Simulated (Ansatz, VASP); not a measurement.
## Te in VASP and in Ansatz

```
CELL_PARAMETERS angstrom
-1.45414 1.45414 1.45414
1.45414 -1.45414 1.45414
1.45414 1.45414 -1.45414
ATOMIC_POSITIONS crystal
Te 0.00000 0.00000 0.00000
```

Change from the starting cell: volume scaled by 0.43, LAPW.

Alike in both runs: task single point; functional PBE; k mesh 14 × 14 × 14; occupations fermi-dirac, width 0.05 eV; no spin polarisation.

```csv
,VASP,Ansatz
version,VASP 6.6.1,Ansatz 0.2.0
potentials or method,"VASP PAW PBE potentials, release 64 (Te), cutoff 520 eV","all-electron LAPW, scalar-relativistic"
```

VASP gave:

```
pressure (GPa) : 327.2
```

Which values does Ansatz return?

Pressure (GPa): 321.8.

Both programs put the cell under a high pressure, so it lies far from rest at this level. Ansatz ran all-electron here, and VASP with PAW potentials.

Neither program's run includes spin-orbit coupling. Noted on VASP's run: the cell as given lies far from equilibrium.
